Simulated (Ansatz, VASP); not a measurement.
InSb in VASP and in Ansatz

The input INCAR:

```
ALGO = Normal
EDIFF = 1E-6
ENCUT = 520
GGA = CA
ISIF = 2
ISMEAR = 0
LASPH = T
LCHARG = F
LREAL = F
LWAVE = F
NBANDS = 16
NELM = 80
PREC = Accurate
SIGMA = 0.15
```

The input KPOINTS:

```
k-points
0
Gamma
  16 16 8
```

POSCAR

```
InSb
1.0
    3.1316652787      0.0000000000      0.0000000000
    0.0000000000      3.1316652787      0.0000000000
    0.0000000000      0.0000000000      5.5665350328
In Sb
1 1
Direct
    0.0000000000      0.0000000000      0.0000000000
    0.0000000000      0.0000000000      0.5000000000
```

Input for Ansatz:

```yaml
crystal:
  lattice:
    - [3.1316652787, 0.0, 0.0]
    - [0.0, 3.1316652787, 0.0]
    - [0.0, 0.0, 5.5665350328]
  atoms:
    - { symbol: In, position: [0.0, 0.0, 0.0] }
    - { symbol: Sb, position: [0.0, 0.0, 0.5] }
basis:
  ecutwfc: 420
kpoints:
  mp_grid: { grid: [16, 16, 8] }
hamiltonian:
  xc: lda
  pseudopotentials: { kind: paw, azcp: { folder: soft_1 } }
scf:
  occupations: { method: gaussian, width: 0.15 }
output:
  forces: true
  stress: true
  eigenvalues: true
```

Alike in both runs: task single point; functional LDA; k mesh 16 × 16 × 8; occupations gaussian, width 0.15 eV; no spin polarisation.

|  | VASP | Ansatz |
| --- | --- | --- |
| version | VASP 6.6.1 | Ansatz 0.2.0 |
| potentials or method | VASP PAW LDA potentials, release 64 (In_d, Sb), cutoff 520 eV | scalar-relativistic, plane waves, PAW |
| valence electrons in the cell | 18 | 28 |

```tsv
	VASP	Ansatz	Ansatz less VASP
gap on the k mesh at the Fermi level (eV)	none	none	-
pressure (GPa)	1.6	1.5	-0.09
traceless stress, the component that is largest in VASP (GPa)	10.85	10.85	-0.004
```

Ansatz warns that its potentials were made for another functional, while VASP's fit it. LDA's correlation is that of Perdew and Zunger in VASP and of Perdew and Wang (1992) in Ansatz. A gap of «none» marks a metal or a gap that the smearing closes. VASP's potentials hold 18 valence electrons a cell and Ansatz's 28, so a difference there can come from the potentials and not from the codes.

Neither program's run includes spin-orbit coupling.
